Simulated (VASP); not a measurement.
A run of VASP 6.6.1 is set up as follows.

Contents of INCAR:

```
PREC = Accurate ; ENCUT = 520
EDIFF = 1E-6 ; ISMEAR = 0
SIGMA = 0.1 ; LREAL = False
LASPH = True ; NELM = 100
ALGO = Normal ; ISIF = 2
LWAVE = False ; LCHARG = False
GGA = PE ; NBANDS = 18
```

KPOINTS

```
regular mesh
0
Gamma
  4 4 4
```

POSCAR

```
Si3Br
1.0
    4.2752337730      0.0000000000      0.0000000000
    0.0000000000      4.2752337730      0.0000000000
    0.0000000000      0.0000000000      4.1991343385
Si Br
3 1
Direct
    0.0000000000      0.5000000000      0.5000000000
    0.5000000000      0.0000000000      0.5000000000
    0.5000000000      0.5000000000      0.0000000000
    0.0000000000      0.0000000000      0.0000000000
```

Potentials or basis: VASP PAW PBE potentials, release 64 (Si, Br).

Run with:

```console
$ cat potpaw_PBE.64/Si/POTCAR potpaw_PBE.64/Br/POTCAR > POTCAR
$ mpirun -np 1 vasp_std > vasp.out
```

(1) Predict the band gap on the k mesh.

(2) What does it give for the pressure?

Results:

(1) zero (an odd number of electrons rules out a gap without spin polarisation).

(2) -0.2 GPa.

Caveat: the k points lie up to 0.37 Å⁻¹ apart, too coarse for converged energies and pressures of a metal; an odd number of electrons without spin polarisation forces a metal; a magnetic or distorted state may lie lower.
